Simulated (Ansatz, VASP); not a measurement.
## PbSe in VASP and in Ansatz

```
CELL_PARAMETERS angstrom
0.00000 3.18979 3.03987
3.18979 0.00000 3.03987
3.18979 3.18979 0.00000
ATOMIC_POSITIONS crystal
Pb 0.00000 0.00000 0.00000
Se 0.50000 0.50000 0.50000
```

Alike in both runs: task single point; functional PBE; dispersion D3(BJ); k mesh 10 × 10 × 10; occupations gaussian, width 0.03 eV; no spin polarisation.

```csv
,VASP,Ansatz
version,VASP 6.6.1,Ansatz 0.2.0
potentials or method,"VASP PAW PBE potentials, release 64 (Pb_d, Se), cutoff 520 eV","scalar-relativistic, plane waves, PAW"
valence electrons in the cell,20,30
```

Ansatz gave:

- gap on the k mesh at the Fermi level (eV): 0.45
- least direct gap on the mesh (eV): 0.45
- pressure (GPa): -2.5
- traceless stress, the component that is largest in VASP (GPa): 3.15

Problem. Which values does VASP return?

Solution. gap on the k mesh at the Fermi level (eV): 0.46; least direct gap on the mesh (eV): 0.46; pressure (GPa): -2.5; traceless stress, the component that is largest in VASP (GPa): 3.16.

VASP's potentials hold 20 valence electrons a cell and Ansatz's 30, so a difference there can come from the potentials and not from the codes. Ansatz's warnings: dispersion switch in reach.

Spin-orbit coupling is off throughout.
